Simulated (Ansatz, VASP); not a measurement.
**Two plane-wave programs on ZrPdSe3**

```
CELL_PARAMETERS angstrom
4.85601 0.00000 0.00000
0.00000 4.85601 0.00000
0.00000 0.00000 4.85601
ATOMIC_POSITIONS crystal
Zr 0.00000 0.00000 0.00000
Pd 0.50000 0.50000 0.50000
Se 0.00000 0.50000 0.50000
Se 0.50000 0.50000 0.00000
Se 0.50000 0.00000 0.50000
```

Change from the starting cell: species swapped into the DyRh3C type (Pm-3m, No. 221).

Alike in both runs: functional PBE; k mesh 4 × 4 × 4; occupations gaussian, width 0.1 eV; no spin polarisation.

Ansatz relaxed the structure, and its values are those at the end. VASP's run is a single point on that final structure, the one shown.

```csv
,VASP,Ansatz
version,VASP 6.6.1,Ansatz 0.2.0
potentials or method,"VASP PAW PBE potentials, release 64 (Zr_sv, Pd, Se), cutoff 500 eV","scalar-relativistic, plane waves, PAW"
valence electrons in the cell,40,78
```

Ansatz gave:

```
gap on the k mesh at the Fermi level (eV) : none
pressure (GPa)                            : -0.2
```

Task: Estimate VASP's values.

Result: gap on the k mesh at the Fermi level (eV): none; pressure (GPa): -0.1.

A gap of «none» marks a metal or a gap that the smearing closes. With one functional, cell and mesh, what is left measures potentials, basis and numerics. VASP's potentials hold 40 valence electrons a cell and Ansatz's 78, so a difference there can come from the potentials and not from the codes.
